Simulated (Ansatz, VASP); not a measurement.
## BiTe: VASP beside Ansatz

```xyz
12
Lattice="4.4230 0.0000 0.0000 -2.2115 3.8304 0.0000 0.0000 0.0000 24.0020" Properties=species:S:1:pos:R:3 pbc="T T T"
Bi    0.0000    2.5536   13.0211
Bi    2.2115    1.2768   10.9809
Bi    2.2115    1.2768   17.0222
Bi    0.0000    2.5536    6.9798
Bi    0.0000    0.0000   21.0210
Bi    0.0000    0.0000    2.9810
Te    0.0000    0.0000   15.1525
Te    0.0000    0.0000    8.8495
Te    0.0000    2.5536   18.8440
Te    2.2115    1.2768    5.1580
Te    2.2115    1.2768   22.6771
Te    0.0000    2.5536    1.3249
```

Alike in both runs: functional LDA; k mesh 7 × 7 × 2; occupations fermi-dirac, width 0.05 eV; no spin polarisation.

|  | VASP | Ansatz |
| --- | --- | --- |
| version | VASP 6.6.1 | Ansatz 0.2.0 |
| potentials or method | VASP PAW LDA potentials, release 64 (Bi_d, Te), cutoff 520 eV | all-electron LAPW, scalar-relativistic |
| task | single point | band structure |

Ansatz gave:

```
gap on the k mesh at the Fermi level (eV)                     : none
pressure (GPa)                                                : -1.9
traceless stress, the component that is largest in VASP (GPa) : -0.66
rms of the force components (eV/Å)                            : 0.433
```

**Question.** Estimate VASP's values.

**Answer.** gap on the k mesh at the Fermi level (eV): none; pressure (GPa): -1.8; traceless stress, the component that is largest in VASP (GPa): -0.65; rms of the force components (eV/Å): 0.434.

LDA's correlation is that of Perdew and Zunger in VASP and of Perdew and Wang (1992) in Ansatz. Atom by atom the forces differ by 0.010 eV/Å (rms over components). A gap of «none» marks a metal or a gap that the smearing closes. Ansatz ran all-electron here, and VASP with PAW potentials.

Spin-orbit coupling is off throughout.
